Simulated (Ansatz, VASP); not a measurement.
# Two plane-wave programs on P

Contents of INCAR:

```
ALGO = Normal ; EDIFF = 1E-7
EDIFFG = -0.04 ; ENCUT = 600
GGA = PE ; IBRION = 2
ISIF = 3 ; ISMEAR = 0
LASPH = T ; LCHARG = F
LREAL = F ; LWAVE = F
NELM = 80 ; NSW = 90
PREC = Accurate ; SIGMA = 0.1
```

KPOINTS

```
k-points
0
Gamma
  6 6 6
```

The input POSCAR:

```
P
1.0
    5.0242100400      2.9007290200      1.3056490900
   -5.0242100400      2.9007290200      1.3056490900
    0.0000000000     -5.8014580400      1.3056490900
P
6
Direct
    0.2806600000      0.1625099900      0.9181799900
    0.9181799900      0.2806600000      0.1625099900
    0.1625099900      0.9181799900      0.2806600000
    0.7193400000      0.8374900100      0.0818200100
    0.0818200100      0.7193400000      0.8374900100
    0.8374900100      0.0818200100      0.7193400000
```

Input for Ansatz:

```yaml
crystal:
  lattice:
    - [5.02421004, 2.90072902, 1.30564909]
    - [-5.02421004, 2.90072902, 1.30564909]
    - [0.0, -5.80145804, 1.30564909]
  atoms:
    - { symbol: P, position: [0.28066, 0.16250999, 0.91817999] }
    - { symbol: P, position: [0.91817999, 0.28066, 0.16250999] }
    - { symbol: P, position: [0.16250999, 0.91817999, 0.28066] }
    - { symbol: P, position: [0.71934, 0.83749001, 0.08182001] }
    - { symbol: P, position: [0.08182001, 0.71934, 0.83749001] }
    - { symbol: P, position: [0.83749001, 0.08182001, 0.71934] }
basis:
  ecutwfc: 420
kpoints:
  mp_grid: { grid: [6, 6, 6] }
hamiltonian:
  xc: pbe
scf:
  occupations: { method: gaussian, width: 0.1 }
  lower_state_search: "off"
output:
  forces: true
  stress: true
  eigenvalues: true
relax:
  adjacent_minimum: "off"
  f_tol: 0.04
  max_steps: 70
  cell: { stress_tol: 0.4 }
```

Alike in both runs: task relaxation of cell and atoms; functional PBE; k mesh 6 × 6 × 6; occupations gaussian, width 0.1 eV; no spin polarisation.

|  | VASP | Ansatz |
| --- | --- | --- |
| version | VASP 6.6.1 | Ansatz 0.2.0 |
| potentials or method | VASP PAW PBE potentials, release 64 (P), cutoff 600 eV | scalar-relativistic, plane waves, PAW |
| valence electrons in the cell | 30 | 30 |

VASP gave:

* gap on the k mesh at the Fermi level, each at its own relaxed structure (eV): 0.57
* relaxed volume (Å³/atom): 19.70
* relaxed cell length with the largest relative difference (Å): 5.592

Problem. Estimate Ansatz's values.

Solution. gap on the k mesh at the Fermi level, each at its own relaxed structure (eV): 0.55; relaxed volume (Å³/atom): 19.80; relaxed cell length with the largest relative difference (Å): 5.604.
